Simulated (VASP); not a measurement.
Write the native input for VASP 6.6.1 that does the following.

| Property | Result |
| --- | --- |
| Task | single point |
| Functional | PBE |
| Potentials or basis | VASP PAW PBE potentials, release 64 (Pt) |
| Cutoff | 520 eV |
| k mesh | 16 × 16 × 16 |
| Occupations | fermi-dirac, width 0.05 eV |
| Spin | no spin polarisation |
| Dipole correction | no |
| Further INCAR settings | ALGO = Normal; EDIFF = 1e-06; NBANDS = 11 |

The structure of Pt lies in POSCAR:

```
Pt
1.0
    0.0000000000      1.6741970917      1.6741970917
    1.6741970917      0.0000000000      1.6741970917
    1.6741970917      1.6741970917      0.0000000000
Pt
1
Direct
    0.0000000000      0.0000000000      0.0000000000
```

This cell differs from its parent crystal: volume scaled by 0.6.

The input as run:

INCAR

```
SYSTEM = Pt
PREC = Accurate ; ENCUT = 520
EDIFF = 1E-6 ; ISMEAR = -1
SIGMA = 0.05 ; LREAL = .FALSE.
LASPH = .TRUE. ; NELM = 80
ALGO = Normal ; ISIF = 2
LWAVE = .FALSE. ; LCHARG = .FALSE.
GGA = PE ; NBANDS = 11
```

KPOINTS

```
regular mesh
0
G
  16 16 16
  0 0 0
```

Potentials or basis: VASP PAW PBE potentials, release 64 (Pt).

Launch:

```sh
$ cat potpaw_PBE.64/Pt/POTCAR > POTCAR
$ mpirun -np 1 vasp_std > vasp.out
```

It gave:

The pressure is 482.4 GPa and the band gap on the k mesh is zero (band 5 reaches 24.46 eV, above the bottom of band 6 at 19.37 eV).

Caveat: spin-orbit coupling is left out, which moves the levels of the heavy elements.

It took 14 s on 1 thread of Intel(R) Xeon(R) Platinum 8259CL CPU @ 2.50GHz (Skylake/Cascade Lake), on a shared host, peak memory 0.13 GiB.
